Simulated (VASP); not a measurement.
# C18Se in VASP: notebook

C18Se is run at these levels: PBEsol; tasks: single point.

Everything below comes from runs of VASP 6.6.1. Logs are shortened: lines on timing, memory, paths and dates and some standing lists are left out, and cuts for length are marked.

## Step 1: The cell of the first run

The cell holds a slab with vacuum, 19 atoms: a = 7.398 Å, b = 7.398 Å, c = 11.000 Å, α = 90.00°, β = 90.00°, γ = 120.00°.

## Step 2: Single point, PBEsol

INCAR reads:

```
SYSTEM = C18Se
PREC = Accurate
ENCUT = 520
EDIFF = 1E-6
ISMEAR = 0
SIGMA = 0.05
LREAL = Auto
LASPH = .True.
NELM = 100
ALGO = Normal
ISIF = 2
LWAVE = .False.
LCHARG = .False.
GGA = PS
NBANDS = 54
```

KPOINTS reads:

```
regular mesh
0
Gamma
  2 2 1
  0 0 0
```

POSCAR reads:

```
C18Se
1.0
    7.3980000000      0.0000000000      0.0000000000
   -3.6990000000      6.4068560000      0.0000000000
    0.0000000000      0.0000000000     11.0000000000
C Se
18 1
Direct
    0.0090638111      0.0053111854      0.0869055455
    0.2311181428      0.1168145499      0.0872220000
    0.0103676238      0.3372359235      0.0952412727
    0.2322091258      0.4508983814      0.0876645455
    0.0112697227      0.6760206566      0.0948950909
    0.2315649649      0.7845259828      0.0860546364
    0.3415067719      0.0056431735      0.0846485455
    0.5637521000      0.1169467520      0.0849891818
    0.3422293185      0.3387711539      0.0862497273
    0.5631658834      0.4500046513      0.0868091818
    0.3422645319      0.6719810778      0.0843522727
    0.5646634226      0.7835723169      0.0831601818
    0.6761384631      0.0060301028      0.0846002727
    0.8973995392      0.1162248691      0.0877432727
    0.6712588114      0.3362683663      0.0917062727
    0.8968114093      0.4497041919      0.1071047273
    0.6755610405      0.6723161875      0.0856945455
    0.8980834989      0.7850034401      0.0881934545
   -0.0882790190      0.4572127109      0.2967655455
```

Potentials or basis: VASP PAW PBE potentials, release 64 (C, Se).

Launch:

```console
$ cat potpaw_PBE.64/C/POTCAR potpaw_PBE.64/Se/POTCAR > POTCAR
$ mpirun -np 1 vasp_std > vasp.out
```

OUTCAR:

```text
SYSTEM = C18Se
   PREC = Accurate
   ENCUT = 520
   EDIFF = 1E-6
   ISMEAR = 0
   LREAL = Auto
   LASPH = .True.
   NELM = 100
   ISIF = 2
   GGA = PS

 ion  position               nearest neighbor table
   1  0.009  0.005  0.087-  18 1.41   2 1.42  14 1.43
   2  0.231  0.117  0.087-   7 1.42   9 1.42   1 1.42
   3  0.010  0.337  0.095-  14 1.42   4 1.42  16 1.45
   4  0.232  0.451  0.088-  11 1.42   9 1.42   3 1.42
   5  0.011  0.676  0.095-   6 1.41  18 1.43  16 1.46
   6  0.232  0.785  0.086-   5 1.41   7 1.42  11 1.43
   7  0.342  0.006  0.085-   6 1.42   2 1.42   8 1.42
   8  0.564  0.117  0.085-  15 1.41   7 1.42  13 1.43
   9  0.342  0.339  0.086-  10 1.42   2 1.42   4 1.42
  10  0.563  0.450  0.087-   9 1.42  15 1.42  17 1.42
  11  0.342  0.672  0.084-   4 1.42  12 1.42   6 1.43
  12  0.565  0.784  0.083-  17 1.42  11 1.42  13 1.43
  13  0.676  0.006  0.085-  14 1.42  12 1.43   8 1.43
  14  0.897  0.116  0.088-  13 1.42   3 1.42   1 1.43
  15  0.671  0.336  0.092-   8 1.41  10 1.42  16 1.45
  16  0.897  0.450  0.107-   3 1.45  15 1.45   5 1.46  19 2.09
  17  0.676  0.672  0.086-  12 1.42  10 1.42  18 1.43
  18  0.898  0.785  0.088-   1 1.41   5 1.43  17 1.43
  19  0.912  0.457  0.297-  16 2.09

  LATTYP: Found a hexagonal cell.
 ALAT       =     7.3980000000
 C/A-ratio  =     1.4868883482

  Lattice vectors:

 A1 = (   7.3980000000,   0.0000000000,   0.0000000000)
 A2 = (  -3.6990000000,   6.4068560000,   0.0000000000)
 A3 = (   0.0000000000,   0.0000000000,  11.0000000000)

Analysis of symmetry for initial positions (statically):
=====================================================================
 Subroutine PRICEL returns:
 Original cell was already a primitive cell.

 Routine SETGRP: Setting up the symmetry group for a
 hexagonal supercell.

 Subroutine GETGRP returns: Found  1 space group operations
 (whereof  1 operations were pure point group operations)
 out of a pool of 24 trial point group operations.

The static configuration has the point symmetry C_1 .

Analysis of symmetry for dynamics (positions and initial velocities):
=====================================================================
 Subroutine PRICEL returns:
 Original cell was already a primitive cell.

 Routine SETGRP: Setting up the symmetry group for a
 hexagonal supercell.

[... 119 lines left out ...]
   EDIFFG = 0.1E-04   stopping-criterion for IOM
   NSW    =      0    number of steps for IOM
   IBRION =     -1    ionic relax: 0-MD 1-quasi-New 2-CG
   NFREE  =      0    steps in history (QN), initial steepest desc. (CG)
   ISIF   =      2    stress and relaxation
   ISYM   =      2    0-nonsym 1-usesym 2-fastsym
   POTIM  = 0.5000    time-step for ionic-motion
   TEBEG  =    0.0;   TEEND  =   0.0 temperature during run
   PSTRESS=    0.0 pullay stress
   NELECT =      78.0000    total number of electrons
   NUPDOWN=      -1.0000    fix difference up-down
   EMIN   =  10.00;   EMAX   =-10.00  energy-range for DOS
   EFERMI =   0.00;   METHOD = LEGACY
   ISMEAR =     0;   SIGMA  =   0.05  broadening in eV -4-tet -1-fermi 0-gaus
   EFERMI_NEDOS =   21; number of points for ismear=-14 and -15
   IALGO  =     38    algorithm
   IMIX   =      4    mixing-type and parameters
     AMIX     =   0.40;   BMIX     =  1.00
     AMIX_MAG =   1.60;   BMIX_MAG =  1.00
  volume/ion in A,a.u.               =      27.44       185.18
  Fermi-wavevector in a.u.,A,eV,Ry     =   0.869072  1.642308 10.276289  0.755286
  Thomas-Fermi vector in A             =   1.987841
   LORBIT       =      0    0 simple, 1 ext, 2 COOP (PROOUT), +10 PAW based schemes
   GGA     = PS    functional components
   LHFCALC =     F    Hartree Fock is set to
   AEXX    =    0.0000 exact exchange contribution
   IVDW    =     0    specifies the selected vdW correction
   LEPSILON=     F    determine dielectric tensor
   LRPA    =     F    only Hartree local field effects (RPA)
 non-spin polarized calculation
 Gauss-broadening in eV      SIGMA  =   0.05
  energy-cutoff  :      520.00
  volume of cell :      521.38
 maximum number of plane-waves:     14099
 NGX is ok and might be reduce to    56
   NGX = 27   NGY = 27   NGZ = 41

 number of electron      77.9999999 magnetization

 Free energy of the ion-electron system (eV)
  ---------------------------------------------------
  ext. energy  EPLUGINS =         0.00000000
  ---------------------------------------------------
  free energy    TOTEN  =      -174.54115669 eV

  energy without entropy =     -174.53978787  energy(sigma->0) =     -174.54047228

 E-fermi :  -1.4169     XC(G=0):  -4.5178

 val. band max:       -1.4932250885   @ k =   0.0000   0.0000   0.0000
 cond. band min:      -1.3404557073   @ k =   0.0000   0.0000   0.0000
 fundamental gap:      0.1527693811
 Fermi energy:        -1.4168506562

 k-point     1 :       0.0000    0.0000    0.0000
  band No.  band energies     occupation
      1     -21.1763      2.00000
      2     -18.9304      2.00000
      3     -18.5752      2.00000
      4     -18.5584      2.00000
      5     -18.4716      2.00000
      6     -18.4605      2.00000
[... 205 lines left out ...]
     50       4.4369      0.00000
     51       4.7259      0.00000
 [bands above 51 left out]

------------------------ aborting loop because EDIFF is reached ----------------------------------------

  FORCE on cell =-STRESS in cart. coord.  units (eV):
  Direction    XX          YY          ZZ          XY          YZ          ZX
  --------------------------------------------------------------------------------------
  -------------------------------------------------------------------------------------
  Total        0.3140396     -1.7274724     -0.0707703     -0.5193224     -0.0875555      0.0463823
  in kB        0.9650350     -5.3084743     -0.2174751     -1.5958631     -0.2690556      0.1425316
  external PRESSURE =      -1.5203048 kB  Pullay stress =       0.0000000 kB

 VOLUME and BASIS-vectors are now :
 -----------------------------------------------------------------------------
  energy-cutoff  :      520.00
  volume of cell :      521.38
      direct lattice vectors                 reciprocal lattice vectors
     7.398000000  0.000000000  0.000000000     0.135171668  0.078041398  0.000000000
    -3.699000000  6.406856000  0.000000000     0.000000000  0.156082796  0.000000000
     0.000000000  0.000000000 11.000000000     0.000000000  0.000000000  0.090909091

 POSITION                                       TOTAL-FORCE (eV/Angst)
 -----------------------------------------------------------------------------------
      0.04741      0.03403      0.95596        -0.002344      0.011867     -0.002796
      1.27772      0.74841      0.95944        -0.003072     -0.000620      0.003876
     -1.17074      2.16062      1.04765        -0.003013      0.005730      0.019078
      0.05001      2.88884      0.96431        -0.003035     -0.006152     -0.001146
     -2.41723      4.33117      1.04385         0.006173      0.019481     -0.014743
     -1.18884      5.02635      0.94660         0.001456     -0.001687     -0.010937
[... 11 lines left out ...]
      3.74029      5.02940      0.97013        -0.001389      0.001516     -0.011074
      5.05368      2.92930      3.26442         0.014357     -0.042467      0.027672
 -----------------------------------------------------------------------------------
    total drift:                                0.031950      0.011534      0.016259

  FREE ENERGIE OF THE ION-ELECTRON SYSTEM (eV)
  ---------------------------------------------------
  free  energy   TOTEN  =      -174.5411566871 eV

  energy  without entropy=     -174.5397878666  energy(sigma->0) =     -174.54047228
```

OSZICAR:

```text
N       E                     dE             d eps       ncg     rms          rms(c)
DAV:   1     0.611041828067E+03    0.61104E+03   -0.31870E+04   432   0.116E+03
DAV:   2    -0.891396304136E+02   -0.70018E+03   -0.67072E+03   632   0.275E+02
DAV:   3    -0.183770883042E+03   -0.94631E+02   -0.93623E+02   504   0.104E+02
[... 14 lines left out ...]
DAV:  18    -0.174541110572E+03   -0.15231E-03   -0.16893E-05   482   0.123E-02    0.354E-03
DAV:  19    -0.174541140697E+03   -0.30125E-04   -0.29674E-06   448   0.508E-03    0.149E-03
DAV:  20    -0.174541153934E+03   -0.13237E-04   -0.13307E-06   374   0.295E-03    0.654E-04
DAV:  21    -0.174541156046E+03   -0.21119E-05   -0.19832E-07   344   0.121E-03    0.398E-04
DAV:  22    -0.174541156687E+03   -0.64091E-06   -0.13235E-07   292   0.859E-04
   1 F= -.17454116E+03 E0= -.17454047E+03  d E =-.136882E-02
```

Run time: 2.4 min. Hardware: 1 thread of Intel Xeon 6975P-C (Granite Rapids), shared host; peak memory 0.55 GiB.

What came out:

```
Free energy            : -174.5412 eV
Largest force          : 0.053 eV/Å
Band gap on the k mesh : 0.15 eV, direct
```

Forces on the atoms (eV/Å):
```
C   -0.002  0.012 -0.003
C   -0.003 -0.001  0.004
C   -0.003  0.006  0.019
C   -0.003 -0.006 -0.001
C    0.006  0.019 -0.015
C    0.001 -0.002 -0.011
C    0.002  0.004 -0.005
C    0.002  0.002  0.001
C   -0.006 -0.008  0.002
C    0.003 -0.011 -0.002
C   -0.021  0.014 -0.001
C    0.004  0.004 -0.004
C   -0.005  0.007  0.006
C    0.001 -0.009  0.002
C    0.009 -0.002  0.006
C    0.005  0.001 -0.015
C   -0.003  0.012 -0.001
C   -0.001  0.002 -0.011
Se   0.014 -0.042  0.028
```

Levels at points of the mesh, in eV from the valence-band top:
| k point | band 36 | band 37 | band 38 | band 39 | band 40 | band 41 | band 42 | band 43 |
| --- | --- | --- | --- | --- | --- | --- | --- | --- |
| (0.00, 0.00, 0.00) | -1.29 | -0.98 | -0.89 | 0.00 | 0.15 | 0.22 | 1.65 | 3.55 |
| (0.50, 0.00, 0.00) | -2.69 | -2.47 | -0.68 | -0.59 | 0.29 | 1.87 | 2.40 | 2.49 |
| (0.00, 0.50, 0.00) | -2.69 | -2.47 | -0.64 | -0.61 | 0.24 | 1.89 | 2.41 | 2.49 |
| (0.50, 0.50, 0.00) | -2.70 | -2.50 | -0.64 | -0.60 | 0.24 | 1.93 | 2.38 | 2.50 |

Caveat: the k points lie up to 0.49 Å⁻¹ apart; the PAW data sets were made with another functional, which shifts forces and pressure a little.

## Step 3: Single point, PBEsol

INCAR reads:

```
SYSTEM = C18Se
PREC = Accurate
ENCUT = 520
EDIFF = 1E-6
ISMEAR = 0
SIGMA = 0.05
LREAL = Auto
LASPH = .TRUE.
NELM = 80
ALGO = Normal
ISIF = 2
LWAVE = .FALSE.
LCHARG = .FALSE.
GGA = PS
NBANDS = 54
```

KPOINTS reads:

```
regular mesh
0
G
  2 2 1
  0 0 0
```

POSCAR reads:

```
C18Se
1.0
    7.3980000000      0.0000000000      0.0000000000
   -3.6990000000      6.4068560000      0.0000000000
    0.0000000000      0.0000000000     11.0000000000
C Se
18 1
Direct
    0.0046038467      0.0041976907      0.0874400000
    0.2260104811      0.1144183668      0.0845506364
    0.0040742861      0.3355083991      0.0882537273
    0.2265185587      0.4481130839      0.0857024545
    0.0051442352      0.6709016092      0.1070756364
    0.2307310471      0.7840844246      0.0918709091
    0.3383419228      0.0035575952      0.0850881818
    0.5605234105      0.1147970237      0.0848353636
    0.3374398047      0.3368404097      0.0831856364
    0.5598384804      0.4484122946      0.0844203636
    0.3388462902      0.6704219667      0.0869028182
    0.5598491430      0.7816885536      0.0862119091
    0.6709745125      0.0036189357      0.0872220909
    0.8930120690      0.1151271388      0.0868295455
    0.6704298275      0.3359115610      0.0863097273
    0.8909093044      0.4445177166      0.0953310000
    0.6699530195      0.6696654334      0.0874786364
    0.8916592735      0.7832904314      0.0945442727
   -0.0087101628      0.6620798095      0.2967473636
```

Potentials or basis: VASP PAW PBE potentials, release 64 (C, Se).

Launch:

```console
$ cat potpaw_PBE.64/C/POTCAR potpaw_PBE.64/Se/POTCAR > POTCAR
$ mpirun -np 1 vasp_std > vasp.out
```

It took 1.9 min on 1 thread of Intel Xeon 6975P-C (Granite Rapids), shared host; peak memory 0.56 GiB.

The run converged. Its results:

* Free energy: -174.5407 eV
* Largest force: 0.036 eV/Å
* Band gap on the k mesh: 0.14 eV, direct

Forces in eV/Å, atoms in the order of the input:
```
C   -0.013 -0.003 -0.004
C    0.021 -0.014  0.003
C   -0.015  0.008  0.001
C    0.001 -0.006 -0.008
C    0.011  0.007 -0.017
C   -0.001  0.001  0.000
C   -0.010 -0.002 -0.001
C    0.014  0.001 -0.001
C   -0.001  0.009 -0.003
C    0.019 -0.012  0.000
C   -0.002  0.003 -0.003
C    0.012  0.016 -0.001
C   -0.002 -0.011  0.011
C   -0.008 -0.009 -0.005
C   -0.002 -0.003 -0.004
C    0.003 -0.015 -0.019
C   -0.023  0.007 -0.012
C    0.000  0.005  0.035
Se  -0.005  0.019  0.030
```

Levels at points of the mesh, in eV from the valence-band top:
| k point | band 35 | band 36 | band 37 | band 38 | band 39 | band 40 | band 41 | band 42 | band 43 | band 44 |
| --- | --- | --- | --- | --- | --- | --- | --- | --- | --- | --- |
| (0.00, 0.00, 0.00) | -3.11 | -1.30 | -0.98 | -0.90 | 0.00 | 0.14 | 0.21 | 1.64 | 3.54 | 4.31 |
| (0.50, 0.00, 0.00) | -2.94 | -2.70 | -2.48 | -0.69 | -0.60 | 0.28 | 1.87 | 2.40 | 2.49 | 2.52 |
| (0.00, 0.50, 0.00) | -2.88 | -2.70 | -2.48 | -0.64 | -0.61 | 0.22 | 1.89 | 2.40 | 2.49 | 2.54 |
| (0.50, 0.50, 0.00) | -2.89 | -2.70 | -2.50 | -0.65 | -0.61 | 0.24 | 1.92 | 2.38 | 2.49 | 2.55 |

Caveat: the k points lie up to 0.49 Å⁻¹ apart; the PAW data sets were made with another functional, which shifts forces and pressure a little.
